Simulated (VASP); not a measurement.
# Os (I4/mmm) in VASP: single point with PBEsol

Aim: the single point of Os with PBEsol.

All numbers are computed with VASP 6.6.1; they aren't measurements. Logs are shortened: lines on timing, memory, paths and dates and some standing lists are left out, and cuts for length are marked.

### 1 The cell of the first run

Symmetry: I4/mmm, No. 139, tetragonal system. The conventional cell has a = 2.751 Å, b = 2.751 Å, c = 3.598 Å, α = 90.00°, β = 90.00°, γ = 90.00°. Os (site symmetry 4/mmm) has 14 Os at 2.65 to 3.60 Å within 3.6 Å.

### 2 Single point, PBEsol (strain -0.0750 x Voigt [1, 0, 0, 0, 0, 0])

Input file INCAR:

```
SYSTEM = Os
PREC = Accurate
ENCUT = 500
EDIFF = 1E-6
ISMEAR = 0
SIGMA = 0.15
LREAL = .FALSE.
LASPH = .TRUE.
NELM = 120
ALGO = Normal
ISIF = 2
LWAVE = .FALSE.
LCHARG = .FALSE.
GGA = PS
NBANDS = 14
GGA_COMPAT = .FALSE.
```

Input file KPOINTS:

```
regular mesh
0
G
  20 20 20
  0 0 0
```

Input file POSCAR:

```
Os
1.0
    0.0000000000      1.9450000000      1.9450000000
    1.7991250000      0.0000000000      1.9450000000
    1.7991250000      1.9450000000      0.0000000000
Os
1
Direct
    0.0000000000      0.0000000000      0.0000000000
```

Potentials or basis: VASP PAW PBE potentials, release 64 (Os_sv_GW).

Started as:

```bash
$ cat potpaw_PBE.64/Os_sv_GW/POTCAR > POTCAR
$ mpirun -np 1 vasp_std > vasp.out
```

OUTCAR:

```text
SYSTEM = Os
   PREC = Accurate
   ENCUT = 500
   EDIFF = 1E-6
   ISMEAR = 0
   LREAL = .FALSE.
   LASPH = .TRUE.
   NELM = 120
   ISIF = 2
   GGA = PS

 ion  position               nearest neighbor table
   1  0.000  0.000  0.000-

  LATTYP: Found a body centered tetragonal cell.
 ALAT       =     2.7506453788
 C/A-ratio  =     1.3081475452

  Lattice vectors:

 A1 = (  -1.7991250000,   0.0000000000,  -1.9450000000)
 A2 = (  -1.7991250000,   0.0000000000,   1.9450000000)
 A3 = (   1.7991250000,   1.9450000000,   0.0000000000)

Analysis of symmetry for initial positions (statically):
=====================================================================
 Subroutine PRICEL returns:
 Original cell was already a primitive cell.

 Routine SETGRP: Setting up the symmetry group for a
 body centered tetragonal supercell.

 Subroutine GETGRP returns: Found 16 space group operations
 (whereof 16 operations were pure point group operations)
 out of a pool of 16 trial point group operations.

The static configuration has the point symmetry D_4h.

Analysis of symmetry for dynamics (positions and initial velocities):
=====================================================================
 Subroutine PRICEL returns:
 Original cell was already a primitive cell.

 Routine SETGRP: Setting up the symmetry group for a
 body centered tetragonal supercell.

 Subroutine GETGRP returns: Found 16 space group operations
 (whereof 16 operations were pure point group operations)
 out of a pool of 16 trial point group operations.

The dynamic configuration has the point symmetry D_4h.

 Subroutine INISYM returns: Found 16 space group operations
 (whereof 16 operations are pure point group operations),
 and found     1 'primitive' translations

----------------------------------------------------------------------------------------

                                     Primitive cell

  volume of cell :      13.6123

  direct lattice vectors                    reciprocal lattice vectors
     0.000000000  1.945000000  1.945000000    -0.277912874  0.257069409  0.257069409
     1.799125000  0.000000000  1.945000000     0.277912874 -0.257069409  0.257069409
     1.799125000  1.945000000  0.000000000     0.277912874  0.257069409 -0.257069409

  length of vectors
     2.750645379  2.649504815  2.649504815     0.457607832  0.457607832  0.457607832

  position of ions in fractional coordinates (direct lattice)
     0.000000000  0.000000000  0.000000000

  ion indices of the primitive-cell ions
   primitive index   ion index
                 1           1

----------------------------------------------------------------------------------------

 KPOINTS: regular mesh

Automatic generation of k-mesh.
 Grid dimensions read from file:
 generate k-points for:   20   20   20

 Generating k-lattice:

  Cartesian coordinates                     Fractional coordinates (reciprocal lattice)
    -0.013895644  0.012853470  0.012853470     0.050000000 -0.000000000 -0.000000000
     0.013895644 -0.012853470  0.012853470     0.000000000  0.050000000  0.000000000
     0.013895644  0.012853470 -0.012853470     0.000000000  0.000000000  0.050000000

  Length of vectors
     0.022880392  0.022880392  0.022880392

  Shift w.r.t. Gamma in fractional coordinates (k-lattice)
     0.000000000  0.000000000  0.000000000

 Subroutine IBZKPT returns following result:
 ===========================================

 Found    641 irreducible k-points:

 Following reciprocal coordinates:
            Coordinates               Weight
  0.000000  0.000000  0.000000      1.000000
  0.050000  0.000000  0.000000      8.000000
  0.100000  0.000000  0.000000      8.000000
  0.150000  0.000000  0.000000      8.000000
  0.200000  0.000000  0.000000      8.000000
  0.250000  0.000000  0.000000      8.000000
[... 16 lines left out ...]
 -0.400000  0.050000  0.000000     16.000000
 -0.350000  0.050000  0.000000     16.000000
 [... further k-points ...]
   k-points           NKPTS =    641   k-points in BZ     NKDIM =    641   number of bands    NBANDS=     14
   number of dos      NEDOS =    301   number of ions     NIONS =      1
   total plane-waves  NPLWV =   8000
   dimension x,y,z NGX =    20 NGY =   20 NGZ =   20
   dimension x,y,z NGXF=    40 NGYF=   40 NGZF=   40
   ions per type =               1
   NGX,Y,Z   is equivalent  to a cutoff of  12.09, 12.55, 12.55 a.u.
   NGXF,Y,Z  is equivalent  to a cutoff of  24.18, 25.10, 25.10 a.u.
 SYSTEM =  Os
   PREC   = accura    normal or accurate (medium, high low for compatibility)
   ISTART =      0    job   : 0-new  1-cont  2-samecut
   ICHARG =      2    charge: 1-file 2-atom 10-const
   ISPIN  =      1    spin polarized calculation?
   LNONCOLLINEAR =      F non collinear calculations
   LSORBIT =      F    spin-orbit coupling
   LASPH  =      T    aspherical Exc in radial PAW
   ENCUT  =  500.0 eV  36.75 Ry    6.06 a.u.   5.02  4.83  4.83*2*pi/ulx,y,z
   NELM   =    120;   NELMIN=  2; NELMDL= -5     # of ELM steps
   EDIFF  = 0.1E-05   stopping-criterion for ELM
   LREAL  =      F    real-space projection
   EDIFFG = 0.1E-04   stopping-criterion for IOM
   NSW    =      0    number of steps for IOM
   IBRION =     -1    ionic relax: 0-MD 1-quasi-New 2-CG
   NFREE  =      0    steps in history (QN), initial steepest desc. (CG)
   ISIF   =      2    stress and relaxation
   ISYM   =      2    0-nonsym 1-usesym 2-fastsym
   POTIM  = 0.5000    time-step for ionic-motion
   TEBEG  =    0.0;   TEEND  =   0.0 temperature during run
   PSTRESS=    0.0 pullay stress
   NELECT =      16.0000    total number of electrons
   NUPDOWN=      -1.0000    fix difference up-down
   EMIN   =  10.00;   EMAX   =-10.00  energy-range for DOS
   EFERMI =   0.00;   METHOD = LEGACY
   ISMEAR =     0;   SIGMA  =   0.15  broadening in eV -4-tet -1-fermi 0-gaus
   EFERMI_NEDOS =   21; number of points for ismear=-14 and -15
   IALGO  =     38    algorithm
   IMIX   =      4    mixing-type and parameters
     AMIX     =   0.40;   BMIX     =  1.00
     AMIX_MAG =   1.60;   BMIX_MAG =  1.00
  volume/ion in A,a.u.               =      13.61        91.86
  Fermi-wavevector in a.u.,A,eV,Ry     =   1.727712  3.264902 40.613230  2.984988
  Thomas-Fermi vector in A             =   2.802783
   LORBIT       =      0    0 simple, 1 ext, 2 COOP (PROOUT), +10 PAW based schemes
   GGA     = PS    functional components
   LHFCALC =     F    Hartree Fock is set to
   AEXX    =    0.0000 exact exchange contribution
   IVDW    =     0    specifies the selected vdW correction
   LEPSILON=     F    determine dielectric tensor
   LRPA    =     F    only Hartree local field effects (RPA)
 non-spin polarized calculation
 Gauss-broadening in eV      SIGMA  =   0.15
  energy-cutoff  :      500.00
  volume of cell :       13.61
 maximum number of plane-waves:       358
   NGX =  9   NGY =  9   NGZ =  9

 number of electron      15.9999999 magnetization

 Free energy of the ion-electron system (eV)
  ---------------------------------------------------
  ext. energy  EPLUGINS =         0.00000000
  ---------------------------------------------------
  free energy    TOTEN  =       -13.14690730 eV

  energy without entropy =      -13.13795227  energy(sigma->0) =      -13.14242979

 E-fermi :  14.0573     XC(G=0): -14.9179

 val. band max:       14.0521365406   @ k =   0.2500   0.0000   0.0000
 cond. band min:      14.0581935287   @ k =  -0.1000   0.1000   0.0500
 fundamental gap:      0.0060569881
 Fermi energy:        14.0573200649

 k-point     1 :       0.0000    0.0000    0.0000
  band No.  band energies     occupation
      1     -72.5378      2.00000
      2     -31.3360      2.00000
      3     -31.3360      2.00000
      4     -31.3113      2.00000
      5       2.9229      2.00000
      6      10.5828      2.00000
      7      10.5828      2.00000
      8      11.6737      2.00000
      9      13.3196      2.00000
     10      14.7512      0.00000
     11      27.4188      0.00000
     12      32.2913      0.00000
     13      32.2913      0.00000
     14      35.2834      0.00000

 k-point     2 :       0.0500    0.0000    0.0000
  band No.  band energies     occupation
      1     -72.5350      2.00000
      2     -31.3620      2.00000
      3     -31.3421      2.00000
      4     -31.3192      2.00000
      5       3.0461      2.00000
      6      10.5625      2.00000
      7      10.6369      2.00000
      8      11.6685      2.00000
      9      13.2936      2.00000
     10      14.6929      0.00000
     11      27.6498      0.00000
     12      32.1134      0.00000
     13      32.5015      0.00000
     14      35.0453      0.00000

 k-point     3 :       0.1000    0.0000    0.0000
  band No.  band energies     occupation
      1     -72.5272      2.00000
      2     -31.4498      2.00000
      3     -31.3595      2.00000
      4     -31.3297      2.00000
      5       3.4039      2.00000
      6      10.4751      2.00000
      7      10.7747      2.00000
      8      11.6964      2.00000
      9      13.2485      2.00000
     10      14.5427      0.00000
     11      28.2899      0.00000
     12      31.4255      0.00000
     13      33.1184      0.00000
     14      35.1510      0.00000

 k-point     4 :       0.1500    0.0000    0.0000
  band No.  band energies     occupation
      1     -72.5145      2.00000
      2     -31.5872      2.00000
      3     -31.3851      2.00000
      4     -31.3412      2.00000
      5       3.9577      2.00000
      6      10.3129      2.00000
      7      10.9171      2.00000
      8      11.8024      2.00000
      9      13.2859      2.00000
     10      14.3748      0.00276
     11      29.0795      0.00000
     12      30.5203      0.00000
     13      34.1051      0.00000
     14      35.9626      0.00000

 k-point     5 :       0.2000    0.0000    0.0000
  band No.  band energies     occupation
      1     -72.4984      2.00000
      2     -31.7584      2.00000
      3     -31.4172      2.00000
      4     -31.3550      2.00000
      5       4.6303      2.00000
      6      10.1715      2.00000
      7      10.9538      2.00000
      8      11.9257      2.00000
      9      13.5373      2.00000
     10      14.3033      0.02038
     11      28.7912      0.00000
[... 276 lines left out ...]
 k-point    22 :      -0.4500    0.0500    0.0000
  band No.  band energies     occupation
      1     -72.4229      2.00000
      2     -32.5075      2.00000
      3     -31.5795      2.00000
      4     -31.4248      2.00000
      5       6.1536      2.00000
      6      10.1075      2.00000
      7      11.4283      2.00000
      8      13.3091      2.00000
      9      16.1855      0.00000
     10      17.3209      0.00000
     11      23.5621      0.00000
     12      27.2486      0.00000
     13      33.2777      0.00000
     14      34.6515      0.00000

 k-point    23 :      -0.4000    0.0500    0.0000
  band No.  band energies     occupation
      1     -72.4290      2.00000
      2     -32.4474      2.00000
      3     -31.5699      2.00000
      4     -31.4160      2.00000
      5       6.1703      2.00000
      6      10.2026      2.00000
      7      11.5224      2.00000
      8      12.5756      2.00000
      9      15.7751      0.00000
     10      16.9642      0.00000
     11      24.4141      0.00000
     12      27.7917      0.00000
     13      33.8510      0.00000
     14      35.5473      0.00000

 k-point    24 :      -0.3500    0.0500    0.0000
  band No.  band energies     occupation
      1     -72.4400      2.00000
      2     -32.3390      2.00000
      3     -31.5502      2.00000
      4     -31.4035      2.00000
      5       6.1516      2.00000
      6      10.3607      2.00000
      7      11.5341      2.00000
      8      11.7397      2.00000
      9      15.2025      0.00000
     10      16.3283      0.00000
     11      25.4911      0.00000
     12      28.8677      0.00000
     13      34.9722      0.00000
     14      36.9898      0.00000

 [... further k-points ...]
[... 5 lines left out ...]
  --------------------------------------------------------------------------------------
  -------------------------------------------------------------------------------------
  Total        2.5849255     -0.0915523     -0.0915523      0.0000000      0.0000000     -0.0000000
  in kB      304.2482351    -10.7757965    -10.7757965      0.0000000      0.0000000     -0.0000000
  external PRESSURE =      94.2322140 kB  Pullay stress =       0.0000000 kB

 VOLUME and BASIS-vectors are now :
 -----------------------------------------------------------------------------
  energy-cutoff  :      500.00
  volume of cell :       13.61
      direct lattice vectors                 reciprocal lattice vectors
     0.000000000  1.945000000  1.945000000    -0.277912874  0.257069409  0.257069409
     1.799125000  0.000000000  1.945000000     0.277912874 -0.257069409  0.257069409
     1.799125000  1.945000000  0.000000000     0.277912874  0.257069409 -0.257069409

 POSITION                                       TOTAL-FORCE (eV/Angst)
 -----------------------------------------------------------------------------------
      0.00000      0.00000      0.00000         0.000000      0.000000      0.000000
 -----------------------------------------------------------------------------------
    total drift:                               -0.000000     -0.000000     -0.000000

  FREE ENERGIE OF THE ION-ELECTRON SYSTEM (eV)
  ---------------------------------------------------
  free  energy   TOTEN  =       -13.1469073025 eV

  energy  without entropy=      -13.1379522747  energy(sigma->0) =      -13.14242979
```

Run time: 1.8 min. Hardware: 1 thread of AMD EPYC 7R43 (Zen 3), shared host; peak memory 0.19 GiB.

What came out:

| Item | Value |
| --- | --- |
| Free energy | -13.1469 eV |
| Pressure | 9.4 GPa |
| Band gap on the k mesh | zero (bands 8 and 9 overlap by 5.04 eV) |

Levels at points of the mesh, in eV from the Fermi level:
```tsv
k point	band 5	band 6	band 7	band 8	band 9	band 10	band 11	band 12
(0.00, 0.00, 0.00)	-11.13	-3.47	-3.47	-2.38	-0.74	0.69	13.36	18.23
(0.50, 0.00, 0.00)	-8.01	-3.93	-2.67	-0.25	2.19	2.96	9.41	12.88
(0.50, 0.50, 0.00)	-7.97	-7.10	1.82	2.43	2.70	3.79	11.96	12.05
(0.00, 0.50, 0.50)	-7.91	-7.31	2.53	3.34	3.34	3.57	11.23	11.23
```

Caveat: the cell differs from its parent crystal (strain -0.0750 x Voigt [1, 0, 0, 0, 0, 0]); the cell stands under pressure; the PAW data sets were made with another functional, which shifts forces and pressure a little; spin-orbit coupling is left out, which moves the levels of the heavy elements.
